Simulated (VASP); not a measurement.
Input of a VASP 6.6.1 run:

The input INCAR:

```
SYSTEM = SiC
ALGO = Normal ; EDIFF = 1E-6
ENCUT = 600 ; GGA = PS
GGA_COMPAT = .False. ; ISIF = 2
ISMEAR = 0 ; LASPH = .True.
LCHARG = .False. ; LREAL = .False.
LWAVE = .False. ; NBANDS = 11
NELM = 120 ; PREC = Accurate
SIGMA = 0.01
```

Contents of KPOINTS:

```
k-points
0
Gamma
  6 6 6
  0 0 0
```

File POSCAR:

```
SiC
1.0
    0.0000000000      2.1702610700      2.2111066359
    2.1702610700      0.0000000000      2.2111066359
    2.1702610700      2.1702610700      0.0000000000
Si C
1 1
Direct
    0.0000000000      0.0000000000      0.0000000000
    0.2500000000      0.2500000000      0.2500000000
```

Potentials or basis: VASP PAW PBE potentials, release 64 (Si, C).

Command:

```sh
$ cat potpaw_PBE.64/Si/POTCAR potpaw_PBE.64/C/POTCAR > POTCAR
$ mpirun -np 1 vasp_std > vasp.out
```

Estimate the band gap on the k mesh.

1.13 eV, indirect (least direct gap 4.41 eV).

Estimate the pressure.

-1.4 GPa.

Stress tensor (GPa, compression positive):
```
 0.24  0.00  0.00
 0.00  0.24  0.00
 0.00  0.00 -4.63
```

Caveat: the PAW data sets were made with another functional, which shifts forces and pressure a little. Expect the measured gap to be larger: semilocal functionals such as PBEsol lack the derivative discontinuity.
